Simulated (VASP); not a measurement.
# Nb3C (P6_3/m) in VASP: a series of runs

Runs on Nb3C. Level: PBE. Tasks: single point, relaxation of cell and atoms.

All numbers are computed with VASP 6.6.1; they aren't measurements. Logs are shortened: lines on timing, memory, paths and dates and some standing lists are left out, and cuts for length are marked.

**1. The cell of the first run**

It takes space group P6_3/m (No. 176, hexagonal). Conventional cell: a = 6.098 Å, b = 6.098 Å, c = 3.398 Å, α = 90.00°, β = 90.00°, γ = 120.00°. Nb (site symmetry m) has 3 C at 2.36 to 2.42 Å and 8 Nb at 2.72 to 2.83 Å within 3.1 Å. C (site symmetry -6) has 9 Nb at 2.36 to 2.42 Å within 3.1 Å.

The cell was built from a structure type or drawn by symmetry, and may not be a known phase.

**2. Single point, PBE**

Input file INCAR:

```
SYSTEM = Nb3C
ALGO = Normal ; EDIFF = 1E-6
ENCUT = 520 ; GGA = PE
ISIF = 2 ; ISMEAR = 0
LASPH = .True. ; LCHARG = .True.
LELF = .True. ; LREAL = .False.
LVHAR = .True. ; LWAVE = .False.
NBANDS = 53 ; NELM = 80
PREC = Accurate ; SIGMA = 0.1
```

Input file KPOINTS:

```
k-points
0
Gamma
  3 3 6
  0 0 0
```

Input file POSCAR:

```
Nb3C
1.0
    6.0981574700      0.0000000000      0.0000000000
   -3.0490787300      5.2811592800      0.0000000000
    0.0000000000      0.0000000000      3.3984329700
Nb C
6 2
Direct
    0.2971000100      0.3829000000      0.2500000000
    0.9142000100      0.2971000100      0.7500000000
    0.6171000000      0.9142000100      0.2500000000
    0.7028999900      0.6171000000      0.7500000000
    0.0857999900      0.7028999900      0.2500000000
    0.3829000000      0.0857999900      0.7500000000
    0.6666666700      0.3333333300      0.2500000000
    0.3333333300      0.6666666700      0.7500000000
```

Potentials or basis: VASP PAW PBE potentials, release 64 (Nb_sv, C).

Started as:

```console
> cat potpaw_PBE.64/Nb_sv/POTCAR potpaw_PBE.64/C/POTCAR > POTCAR
> mpirun -np 1 vasp_std > vasp.out
```

OUTCAR:

```text
SYSTEM = Nb3C
   EDIFF = 1E-6
   ENCUT = 520
   GGA = PE
   ISIF = 2
   ISMEAR = 0
   LASPH = .True.
   LREAL = .False.
   NELM = 80
   PREC = Accurate

 ion  position               nearest neighbor table
   1  0.297  0.383  0.250-   8 2.36   8 2.36   7 2.42   6 2.72   6 2.72   2 2.72   2 2.72   4 2.74
                             4 2.74   3 2.83   5 2.83
   2  0.914  0.297  0.750-   7 2.36   7 2.36   8 2.42   3 2.72   3 2.72   1 2.72   1 2.72   5 2.74
                             5 2.74   4 2.83   6 2.83
   3  0.617  0.914  0.250-   8 2.36   8 2.36   7 2.42   4 2.72   4 2.72   2 2.72   2 2.72   6 2.74
                             6 2.74   1 2.83   5 2.83
   4  0.703  0.617  0.750-   7 2.36   7 2.36   8 2.42   3 2.72   3 2.72   5 2.72   5 2.72   1 2.74
                             1 2.74   6 2.83   2 2.83
   5  0.086  0.703  0.250-   8 2.36   8 2.36   7 2.42   6 2.72   6 2.72   4 2.72   4 2.72   2 2.74
                             2 2.74   1 2.83   3 2.83
   6  0.383  0.086  0.750-   7 2.36   7 2.36   8 2.42   1 2.72   1 2.72   5 2.72   5 2.72   3 2.74
                             3 2.74   4 2.83   2 2.83
   7  0.667  0.333  0.250-   2 2.36   2 2.36   6 2.36   6 2.36   4 2.36   4 2.36   3 2.42   5 2.42
                             1 2.42
   8  0.333  0.667  0.750-   5 2.36   5 2.36   3 2.36   3 2.36   1 2.36   1 2.36   6 2.42   2 2.42
                             4 2.42

  LATTYP: Found a hexagonal cell.
 ALAT       =     6.0981574700
 C/A-ratio  =     0.5572884903

  Lattice vectors:

 A1 = (   6.0981574700,   0.0000000000,   0.0000000000)
 A2 = (  -3.0490787300,   5.2811592800,   0.0000000000)
 A3 = (   0.0000000000,   0.0000000000,   3.3984329700)

Analysis of symmetry for initial positions (statically):
=====================================================================
 Subroutine PRICEL returns:
 Original cell was already a primitive cell.

 Routine SETGRP: Setting up the symmetry group for a
 hexagonal supercell.

 Subroutine GETGRP returns: Found 12 space group operations
 (whereof  6 operations were pure point group operations)
 out of a pool of 24 trial point group operations.

The static configuration has the point symmetry S_6 .
 The point group associated with its full space group is C_6h.

Analysis of symmetry for dynamics (positions and initial velocities):
=====================================================================
 Subroutine PRICEL returns:
 Original cell was already a primitive cell.

 Routine SETGRP: Setting up the symmetry group for a
 hexagonal supercell.

 Subroutine GETGRP returns: Found 12 space group operations
 (whereof  6 operations were pure point group operations)
 out of a pool of 24 trial point group operations.

The dynamic configuration has the point symmetry S_6 .
 The point group associated with its full space group is C_6h.

 Subroutine INISYM returns: Found 12 space group operations
 (whereof  6 operations are pure point group operations),
 and found     1 'primitive' translations

----------------------------------------------------------------------------------------

                                     Primitive cell

  volume of cell :     109.4477

  direct lattice vectors                    reciprocal lattice vectors
     6.098157470  0.000000000  0.000000000     0.163983958  0.094676182  0.000000000
    -3.049078730  5.281159280  0.000000000     0.000000000  0.189352365  0.000000000
     0.000000000  0.000000000  3.398432970     0.000000000  0.000000000  0.294253266

  length of vectors
     6.098157470  6.098157463  3.398432970     0.189352365  0.189352365  0.294253266

  position of ions in fractional coordinates (direct lattice)
     0.297100010  0.382900000  0.250000000
     0.914200010  0.297100010  0.750000000
     0.617100000  0.914200010  0.250000000
     0.702899990  0.617100000  0.750000000
     0.085799990  0.702899990  0.250000000
     0.382900000  0.085799990  0.750000000
     0.666666670  0.333333330  0.250000000
     0.333333330  0.666666670  0.750000000

  ion indices of the primitive-cell ions
   primitive index   ion index
                 1           1
                 2           2
                 3           3
                 4           4
                 5           5
                 6           6
                 7           7
                 8           8

----------------------------------------------------------------------------------------

 KPOINTS: k-points

Automatic generation of k-mesh.
 Grid dimensions read from file:
 generate k-points for:    3    3    6

 Generating k-lattice:

  Cartesian coordinates                     Fractional coordinates (reciprocal lattice)
     0.054661319  0.031558727  0.000000000     0.333333333 -0.000000000  0.000000000
     0.000000000  0.063117455  0.000000000     0.000000000  0.333333333  0.000000000
     0.000000000  0.000000000  0.049042211     0.000000000  0.000000000  0.166666667

  Length of vectors
     0.063117455  0.063117455  0.049042211

  Shift w.r.t. Gamma in fractional coordinates (k-lattice)
     0.000000000  0.000000000  0.000000000

 Subroutine IBZKPT returns following result:
 ===========================================

 Found     12 irreducible k-points:

 Following reciprocal coordinates:
            Coordinates               Weight
  0.000000  0.000000  0.000000      1.000000
  0.333333 -0.000000  0.000000      6.000000
  0.333333  0.333333  0.000000      2.000000
  0.000000  0.000000  0.166667      2.000000
  0.333333 -0.000000  0.166667     12.000000
  0.333333  0.333333  0.166667      4.000000
  0.000000  0.000000  0.333333      2.000000
  0.333333 -0.000000  0.333333     12.000000
  0.333333  0.333333  0.333333      4.000000
  0.000000  0.000000  0.500000      1.000000
  0.333333 -0.000000  0.500000      6.000000
  0.333333  0.333333  0.500000      2.000000
   k-points           NKPTS =     12   k-points in BZ     NKDIM =     12   number of bands    NBANDS=     53
   number of dos      NEDOS =    301   number of ions     NIONS =      8
   total plane-waves  NPLWV =  64512
   dimension x,y,z NGX =    48 NGY =   48 NGZ =   28
   dimension x,y,z NGXF=    96 NGYF=   96 NGZF=   56
   ions per type =               6   2
   NGX,Y,Z   is equivalent  to a cutoff of  13.09, 13.09, 13.70 a.u.
   NGXF,Y,Z  is equivalent  to a cutoff of  26.17, 26.17, 27.39 a.u.
 SYSTEM =  Nb3C
   PREC   = accura    normal or accurate (medium, high low for compatibility)
   ISTART =      0    job   : 0-new  1-cont  2-samecut
   ICHARG =      2    charge: 1-file 2-atom 10-const
   ISPIN  =      1    spin polarized calculation?
   LNONCOLLINEAR =      F non collinear calculations
   LSORBIT =      F    spin-orbit coupling
   LASPH  =      T    aspherical Exc in radial PAW
   ENCUT  =  520.0 eV  38.22 Ry    6.18 a.u.  11.34 11.34  6.32*2*pi/ulx,y,z
   NELM   =     80;   NELMIN=  2; NELMDL= -5     # of ELM steps
   EDIFF  = 0.1E-05   stopping-criterion for ELM
   LREAL  =      F    real-space projection
   EDIFFG = 0.1E-04   stopping-criterion for IOM
   NSW    =      0    number of steps for IOM
   IBRION =     -1    ionic relax: 0-MD 1-quasi-New 2-CG
   NFREE  =      0    steps in history (QN), initial steepest desc. (CG)
   ISIF   =      2    stress and relaxation
   ISYM   =      2    0-nonsym 1-usesym 2-fastsym
   POTIM  = 0.5000    time-step for ionic-motion
   TEBEG  =    0.0;   TEEND  =   0.0 temperature during run
   PSTRESS=    0.0 pullay stress
   NELECT =      86.0000    total number of electrons
   NUPDOWN=      -1.0000    fix difference up-down
   EMIN   =  10.00;   EMAX   =-10.00  energy-range for DOS
   EFERMI =   0.00;   METHOD = LEGACY
   ISMEAR =     0;   SIGMA  =   0.10  broadening in eV -4-tet -1-fermi 0-gaus
   EFERMI_NEDOS =   21; number of points for ismear=-14 and -15
   IALGO  =     38    algorithm
   IMIX   =      4    mixing-type and parameters
     AMIX     =   0.40;   BMIX     =  1.00
     AMIX_MAG =   1.60;   BMIX_MAG =  1.00
  volume/ion in A,a.u.               =      13.68        92.32
  Fermi-wavevector in a.u.,A,eV,Ry     =   1.510679  2.854769 31.050538  2.282150
  Thomas-Fermi vector in A             =   2.620837
   LORBIT       =      0    0 simple, 1 ext, 2 COOP (PROOUT), +10 PAW based schemes
   GGA     = PE    functional components
   LHFCALC =     F    Hartree Fock is set to
   AEXX    =    0.0000 exact exchange contribution
   IVDW    =     0    specifies the selected vdW correction
   LEPSILON=     F    determine dielectric tensor
   LRPA    =     F    only Hartree local field effects (RPA)
 non-spin polarized calculation
 Gauss-broadening in eV      SIGMA  =   0.10
  energy-cutoff  :      520.00
  volume of cell :      109.45
 maximum number of plane-waves:      2976
 NGX is ok and might be reduce to    48
   NGX = 23   NGY = 23   NGZ = 13

 number of electron      85.9999996 magnetization

 Free energy of the ion-electron system (eV)
  ---------------------------------------------------
  ext. energy  EPLUGINS =         0.00000000
  ---------------------------------------------------
  free energy    TOTEN  =       -78.10333037 eV

  energy without entropy =      -78.07962628  energy(sigma->0) =      -78.09147833

 E-fermi :  12.8532     XC(G=0): -13.0274

 val. band max:       12.7712237343   @ k =   0.3333  -0.0000   0.0000
 cond. band min:      12.8814285949   @ k =   0.3333   0.3333   0.5000
 fundamental gap:      0.1102048606
 Fermi energy:        12.8531835459

 k-point     1 :       0.0000    0.0000    0.0000
  band No.  band energies     occupation
      1     -42.1841      2.00000
      2     -41.8226      2.00000
      3     -41.8226      2.00000
      4     -41.8098      2.00000
      5     -41.8098      2.00000
      6     -41.6414      2.00000
[... 45 lines left out ...]
     52      15.1713      0.00000
     53      15.3879      0.00000
[... 614 lines left out ...]
     52      15.7248      0.00000
     53      15.8469      0.00000

------------------------ aborting loop because EDIFF is reached ----------------------------------------

  FORCE on cell =-STRESS in cart. coord.  units (eV):
  Direction    XX          YY          ZZ          XY          YZ          ZX
  --------------------------------------------------------------------------------------
  -------------------------------------------------------------------------------------
  Total       20.6505203     20.6505203      4.1242199     -0.0000006      0.0000000     -0.0000000
  in kB      302.2977901    302.2977895     60.3734208     -0.0000086      0.0000000     -0.0000000
  external PRESSURE =     221.6563335 kB  Pullay stress =       0.0000000 kB

 VOLUME and BASIS-vectors are now :
 -----------------------------------------------------------------------------
  energy-cutoff  :      520.00
  volume of cell :      109.45
      direct lattice vectors                 reciprocal lattice vectors
     6.098157470  0.000000000  0.000000000     0.163983958  0.094676182  0.000000000
    -3.049078730  5.281159280  0.000000000     0.000000000  0.189352365  0.000000000
     0.000000000  0.000000000  3.398432970     0.000000000  0.000000000  0.294253266

 POSITION                                       TOTAL-FORCE (eV/Angst)
 -----------------------------------------------------------------------------------
      0.64427      2.02216      0.84961         0.530881     -0.703843      0.000000
      4.66905      1.56903      2.54882         0.874986      0.107835      0.000000
      0.97571      4.82804      0.84961         0.344105      0.811678      0.000000
      2.40481      3.25900      2.54882        -0.530881      0.703843      0.000000
     -1.61998      3.71213      0.84961        -0.874986     -0.107835      0.000000
      2.07337      0.45312      2.54882        -0.344105     -0.811678      0.000000
      3.04908      1.76039      0.84961         0.000000      0.000000      0.000000
     -0.00000      3.52077      2.54882        -0.000000      0.000000     -0.000000
 -----------------------------------------------------------------------------------
    total drift:                                0.000018     -0.000025      0.000000

  FREE ENERGIE OF THE ION-ELECTRON SYSTEM (eV)
  ---------------------------------------------------
  free  energy   TOTEN  =       -78.1033303660 eV

  energy  without entropy=      -78.0796262845  energy(sigma->0) =      -78.09147833
```

Wall time 39 s (1 thread of Intel Xeon 6975P-C (Granite Rapids), shared host); peak memory 0.25 GiB.

Results:

```
Free energy            : -78.1033 eV
Pressure               : 22.2 GPa
Largest force          : 0.882 eV/Å
Band gap on the k mesh : zero (bands 43 and 44 overlap by 1.29 eV)
```

Forces in eV/Å, atoms in the order of the input:
```
Nb   0.531 -0.704  0.000
Nb   0.875  0.108  0.000
Nb   0.344  0.812  0.000
Nb  -0.531  0.704  0.000
Nb  -0.875 -0.108  0.000
Nb  -0.344 -0.812  0.000
C    0.000  0.000  0.000
C    0.000  0.000  0.000
```

Stress tensor (GPa, compression positive):
```
30.23  0.00  0.00
 0.00 30.23  0.00
 0.00  0.00  6.04
```

Caveat: the k points lie up to 0.40 Å⁻¹ apart, too coarse for converged energies and pressures of a metal.

(Continued in part 2 of 2.)
